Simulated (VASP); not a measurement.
# ZnAu (P4mm) in VASP: a series of runs

ZnAu is run at these levels: PBE; tasks: single point.

Program: VASP 6.6.1. These are calculated values, not measurements. Logs are shortened: lines on timing, memory, paths and dates and some standing lists are left out, and cuts for length are marked.

## 1. The cell of the first run

It takes space group P4mm (No. 99, tetragonal). Conventional cell: a = 3.060 Å, b = 3.060 Å, c = 3.107 Å, α = 90.00°, β = 90.00°, γ = 90.00°. Zn (site symmetry 4mm) has 8 Au at 2.50 to 2.85 Å and 6 Zn at 3.06 to 3.11 Å within 3.3 Å. Within 3.3 Å of Au (site symmetry 4mm) lie 8 Zn at 2.50 to 2.85 Å and 6 Au at 3.06 to 3.11 Å.

## 2. Single point, PBE (strained and its atoms moved)

Contents of INCAR:

```
SYSTEM = ZnAu
PREC     = Accurate       ! precision mode
ENCUT    = 520            ! plane-wave cutoff, eV
EDIFF    = 1E-6           ! SCF threshold, eV
ISMEAR   = 0              ! smearing method
SIGMA    = 0.1            ! smearing width, eV
LREAL    = .False.        ! projectors in reciprocal space
LASPH    = .True.         ! aspherical terms in the spheres
NELM     = 80             ! most SCF steps
ALGO     = Fast           ! electronic algorithm
ISIF     = 2              ! what is computed and relaxed
LWAVE    = .False.        ! write WAVECAR
LCHARG   = .False.        ! write CHGCAR
GGA      = PE             ! functional
NBANDS   = 18             ! bands
```

Contents of KPOINTS:

```
regular mesh
0
Gamma
  12 12 12
  0 0 0
```

Contents of POSCAR:

```
ZnAu
1.0
    3.0598910400      0.0000000000      0.0000000000
    0.0000000000      3.1070960400      0.0000000000
    0.0000000000      0.0000000000      3.0598910400
Zn Au
1 1
Direct
    0.5000000000      0.5476644423      0.5000000000
    0.0000000000     -0.0476644423      0.0000000000
```

Potentials or basis: VASP PAW PBE potentials, release 64 (Zn, Au).

On the command line:

```sh
$ cat potpaw_PBE.64/Zn/POTCAR potpaw_PBE.64/Au/POTCAR > POTCAR
$ mpirun -np 1 vasp_std > vasp.out
```

OUTCAR:

```text
SYSTEM = ZnAu
   PREC = Accurate
   ENCUT = 520
   EDIFF = 1E-6
   ISMEAR = 0
   LREAL = .False.
   LASPH = .True.
   NELM = 80
   ISIF = 2
   GGA = PE

 ion  position               nearest neighbor table
   1  0.500  0.548  0.500-   2 2.50   2 2.50   2 2.50   2 2.50   2 2.85   2 2.85   2 2.85   2 2.85

   2  0.000  0.952  0.000-   1 2.50   1 2.50   1 2.50   1 2.50   1 2.85   1 2.85   1 2.85   1 2.85

  LATTYP: Found a simple tetragonal cell.
 ALAT       =     3.0598910400
 C/A-ratio  =     1.0154270199

  Lattice vectors:

 A1 = (  -3.0598910400,   0.0000000000,   0.0000000000)
 A2 = (   0.0000000000,   0.0000000000,   3.0598910400)
 A3 = (   0.0000000000,   3.1070960400,   0.0000000000)

Analysis of symmetry for initial positions (statically):
=====================================================================
 Subroutine PRICEL returns:
 Original cell was already a primitive cell.

 Routine SETGRP: Setting up the symmetry group for a
 simple tetragonal supercell.

 Subroutine GETGRP returns: Found  8 space group operations
 (whereof  8 operations were pure point group operations)
 out of a pool of 16 trial point group operations.

The static configuration has the point symmetry C_4v.

Analysis of symmetry for dynamics (positions and initial velocities):
=====================================================================
 Subroutine PRICEL returns:
 Original cell was already a primitive cell.

 Routine SETGRP: Setting up the symmetry group for a
 simple tetragonal supercell.

 Subroutine GETGRP returns: Found  8 space group operations
 (whereof  8 operations were pure point group operations)
 out of a pool of 16 trial point group operations.

The dynamic configuration has the point symmetry C_4v.

 Subroutine INISYM returns: Found  8 space group operations
 (whereof  8 operations are pure point group operations),
 and found     1 'primitive' translations

----------------------------------------------------------------------------------------

                                     Primitive cell

  volume of cell :      29.0915

  direct lattice vectors                    reciprocal lattice vectors
     3.059891040  0.000000000  0.000000000     0.326809023  0.000000000  0.000000000
     0.000000000  3.107096040  0.000000000     0.000000000  0.321843930  0.000000000
     0.000000000  0.000000000  3.059891040     0.000000000  0.000000000  0.326809023

  length of vectors
     3.059891040  3.107096040  3.059891040     0.326809023  0.321843930  0.326809023

  position of ions in fractional coordinates (direct lattice)
     0.500000000  0.547664442  0.500000000
     0.000000000  0.952335558  0.000000000

  ion indices of the primitive-cell ions
   primitive index   ion index
                 1           1
                 2           2

----------------------------------------------------------------------------------------

 KPOINTS: regular mesh

Automatic generation of k-mesh.
 Grid dimensions read from file:
 generate k-points for:   12   12   12

 Generating k-lattice:

  Cartesian coordinates                     Fractional coordinates (reciprocal lattice)
     0.027234085  0.000000000  0.000000000     0.083333333  0.000000000  0.000000000
     0.000000000  0.026820327  0.000000000     0.000000000  0.083333333  0.000000000
     0.000000000  0.000000000  0.027234085     0.000000000  0.000000000  0.083333333

  Length of vectors
     0.027234085  0.026820327  0.027234085

  Shift w.r.t. Gamma in fractional coordinates (k-lattice)
     0.000000000  0.000000000  0.000000000

 Subroutine IBZKPT returns following result:
 ===========================================

 Found    196 irreducible k-points:

 Following reciprocal coordinates:
            Coordinates               Weight
  0.000000  0.000000  0.000000      1.000000
  0.083333  0.000000  0.000000      4.000000
  0.166667  0.000000  0.000000      4.000000
  0.250000  0.000000  0.000000      4.000000
  0.333333  0.000000  0.000000      4.000000
  0.416667  0.000000  0.000000      4.000000
[... 16 lines left out ...]
  0.083333  0.250000  0.000000      8.000000
  0.166667  0.250000  0.000000      8.000000
 [... further k-points ...]
   k-points           NKPTS =    196   k-points in BZ     NKDIM =    196   number of bands    NBANDS=     18
   number of dos      NEDOS =    301   number of ions     NIONS =      2
   total plane-waves  NPLWV =  13824
   dimension x,y,z NGX =    24 NGY =   24 NGZ =   24
   dimension x,y,z NGXF=    48 NGYF=   48 NGZF=   48
   ions per type =               1   1
   NGX,Y,Z   is equivalent  to a cutoff of  13.04, 12.84, 13.04 a.u.
   NGXF,Y,Z  is equivalent  to a cutoff of  26.08, 25.68, 26.08 a.u.
 SYSTEM =  ZnAu
   PREC   = accura    normal or accurate (medium, high low for compatibility)
   ISTART =      0    job   : 0-new  1-cont  2-samecut
   ICHARG =      2    charge: 1-file 2-atom 10-const
   ISPIN  =      1    spin polarized calculation?
   LNONCOLLINEAR =      F non collinear calculations
   LSORBIT =      F    spin-orbit coupling
   LASPH  =      T    aspherical Exc in radial PAW
   ENCUT  =  520.0 eV  38.22 Ry    6.18 a.u.   5.69  5.78  5.69*2*pi/ulx,y,z
   NELM   =     80;   NELMIN=  2; NELMDL= -5     # of ELM steps
   EDIFF  = 0.1E-05   stopping-criterion for ELM
   LREAL  =      F    real-space projection
[... 7 lines left out ...]
   TEBEG  =    0.0;   TEEND  =   0.0 temperature during run
   PSTRESS=    0.0 pullay stress
   NELECT =      23.0000    total number of electrons
   NUPDOWN=      -1.0000    fix difference up-down
   EMIN   =  10.00;   EMAX   =-10.00  energy-range for DOS
   EFERMI =   0.00;   METHOD = LEGACY
   ISMEAR =     0;   SIGMA  =   0.10  broadening in eV -4-tet -1-fermi 0-gaus
   EFERMI_NEDOS =   21; number of points for ismear=-14 and -15
   IALGO  =     68    algorithm
   IMIX   =      4    mixing-type and parameters
     AMIX     =   0.40;   BMIX     =  1.00
     AMIX_MAG =   1.60;   BMIX_MAG =  1.00
  volume/ion in A,a.u.               =      14.55        98.16
  Fermi-wavevector in a.u.,A,eV,Ry     =   1.513777  2.860624 31.178034  2.291521
  Thomas-Fermi vector in A             =   2.623523
   LORBIT       =      0    0 simple, 1 ext, 2 COOP (PROOUT), +10 PAW based schemes
   GGA     = PE    functional components
   LHFCALC =     F    Hartree Fock is set to
   AEXX    =    0.0000 exact exchange contribution
   IVDW    =     0    specifies the selected vdW correction
   LEPSILON=     F    determine dielectric tensor
   LRPA    =     F    only Hartree local field effects (RPA)
 non-spin polarized calculation
 RMM-DIIS sequential band-by-band and
 Gauss-broadening in eV      SIGMA  =   0.10
  energy-cutoff  :      520.00
  volume of cell :       29.09
 maximum number of plane-waves:       804
 NGX is ok and might be reduce to    24
   NGX = 11   NGY = 11   NGZ = 11

 number of electron      22.9999998 magnetization

 Free energy of the ion-electron system (eV)
  ---------------------------------------------------
  ext. energy  EPLUGINS =         0.00000000
  ---------------------------------------------------
  free energy    TOTEN  =        -4.34615734 eV

  energy without entropy =       -4.34475047  energy(sigma->0) =       -4.34545390

 E-fermi :   8.0497     XC(G=0): -12.7510

 val. band max:        8.0312746672   @ k =   0.2500   0.3333   0.0000
 cond. band min:       8.0915999287   @ k =   0.3333   0.3333   0.0000
 fundamental gap:      0.0603252616
 Fermi energy:         8.0497015033

 k-point     1 :       0.0000    0.0000    0.0000
  band No.  band energies     occupation
      1      -3.3194      2.00000
      2      -0.6774      2.00000
      3      -0.4707      2.00000
      4       0.2336      2.00000
      5       0.3508      2.00000
      6       0.3508      2.00000
[... 10 lines left out ...]
     17      20.7652      0.00000
     18      26.6616      0.00000

 k-point     2 :       0.0833    0.0000    0.0000
  band No.  band energies     occupation
      1      -3.1863      2.00000
      2      -0.6339      2.00000
      3      -0.4450      2.00000
      4       0.2294      2.00000
      5       0.3504      2.00000
      6       0.3561      2.00000
[... 10 lines left out ...]
     17      21.3564      0.00000
     18      26.6260      0.00000

 k-point     3 :       0.1667    0.0000    0.0000
  band No.  band energies     occupation
      1      -2.7961      2.00000
      2      -0.5235      2.00000
      3      -0.3643      2.00000
      4       0.2201      2.00000
      5       0.3461      2.00000
      6       0.3686      2.00000
[... 10 lines left out ...]
     17      23.3125      0.00000
     18      26.3809      0.00000

 k-point     4 :       0.2500    0.0000    0.0000
  band No.  band energies     occupation
      1      -2.1789      2.00000
      2      -0.3952      2.00000
      3      -0.2257      2.00000
      4       0.2130      2.00000
      5       0.3273      2.00000
      6       0.3811      2.00000
[... 10 lines left out ...]
     17      25.0986      0.00000
     18      25.3560      0.00000

 k-point     5 :       0.3333    0.0000    0.0000
  band No.  band energies     occupation
      1      -1.3991      2.00000
      2      -0.2719      2.00000
      3      -0.0687      2.00000
      4       0.2142      2.00000
      5       0.2795      2.00000
      6       0.3859      2.00000
[... 10 lines left out ...]
     17      23.4584      0.00000
     18      23.6109      0.00000

 k-point     6 :       0.4167    0.0000    0.0000
  band No.  band energies     occupation
      1      -0.6062      2.00000
      2      -0.1549      2.00000
      3       0.0296      2.00000
      4       0.2146      2.00000
      5       0.2230      2.00000
      6       0.3815      2.00000
[... 307 lines left out ...]
 k-point    21 :       0.5000    0.1667    0.0000
  band No.  band energies     occupation
      1      -0.4283      2.00000
      2      -0.2999      2.00000
      3       0.1363      2.00000
      4       0.2059      2.00000
      5       0.2229      2.00000
      6       0.9059      2.00000
[... 10 lines left out ...]
     17      20.6596      0.00000
     18      23.3450      0.00000

 k-point    22 :       0.0000    0.2500    0.0000
  band No.  band energies     occupation
      1      -2.2663      2.00000
      2      -0.4427      2.00000
      3      -0.1792      2.00000
      4       0.3160      2.00000
      5       0.3423      2.00000
      6       0.3423      2.00000
[... 10 lines left out ...]
     17      24.3813      0.00000
     18      25.2043      0.00000

 k-point    23 :       0.0833    0.2500    0.0000
  band No.  band energies     occupation
      1      -2.1507      2.00000
      2      -0.4160      2.00000
      3      -0.1604      2.00000
      4       0.2407      2.00000
      5       0.3496      2.00000
      6       0.3860      2.00000
[... 10 lines left out ...]
     17      23.3039      0.00000
     18      25.1480      0.00000

 k-point    24 :       0.1667    0.2500    0.0000
  band No.  band energies     occupation
      1      -1.8270      2.00000
      2      -0.3726      2.00000
      3      -0.0778      2.00000
      4       0.1462      2.00000
      5       0.3748      2.00000
      6       0.3914      2.00000
[... 10 lines left out ...]
     17      23.2809      0.00000
     18      25.2254      0.00000

 [... further k-points ...]
[... 5 lines left out ...]
  --------------------------------------------------------------------------------------
  -------------------------------------------------------------------------------------
  Total        4.5886467      3.2404217      4.5886467      0.0000000      0.0000000      0.0000000
  in kB      252.7135913    178.4618996    252.7135913      0.0000000      0.0000000      0.0000000
  external PRESSURE =     227.9630274 kB  Pullay stress =       0.0000000 kB

 VOLUME and BASIS-vectors are now :
 -----------------------------------------------------------------------------
  energy-cutoff  :      520.00
  volume of cell :       29.09
      direct lattice vectors                 reciprocal lattice vectors
     3.059891040  0.000000000  0.000000000     0.326809023  0.000000000  0.000000000
     0.000000000  3.107096040  0.000000000     0.000000000  0.321843930  0.000000000
     0.000000000  0.000000000  3.059891040     0.000000000  0.000000000  0.326809023

 POSITION                                       TOTAL-FORCE (eV/Angst)
 -----------------------------------------------------------------------------------
      1.52995      1.70165      1.52995         0.000000     -1.690197     -0.000000
      0.00000      2.95900      0.00000         0.000000      1.690197      0.000000
 -----------------------------------------------------------------------------------
    total drift:                                0.000000      0.003938      0.000023

  FREE ENERGIE OF THE ION-ELECTRON SYSTEM (eV)
  ---------------------------------------------------
  free  energy   TOTEN  =        -4.3461573393 eV

  energy  without entropy=       -4.3447504674  energy(sigma->0) =       -4.34545390
```

Run time: 1.7 min. Hardware: 1 thread of Intel Xeon 8259CL, shared host; peak memory 0.23 GiB.

Results:

```yaml
Free_energy: -4.3462 eV
Pressure: 22.8 GPa
Largest_force: 1.690 eV/Å
Band_gap_on_the_k_mesh: zero (an odd number of electrons rules out a gap without spin polarisation)
```

Forces in eV/Å, atoms in the order of the input:
```
Zn   0.000 -1.690  0.000
Au   0.000  1.690  0.000
```

Caveat: the cell differs from its parent crystal (strained and its atoms moved); the stress differs along the axes, from 18 to 25 GPa; spin-orbit coupling is left out, which moves the levels of the heavy elements; forces of over 1 eV/Å act on the atoms, so gaps and moduli don't describe the material at rest.

(Continued in part 2 of 3.)

The gap in the log of VASP goes by the Fermi energy; the results here count the filled bands.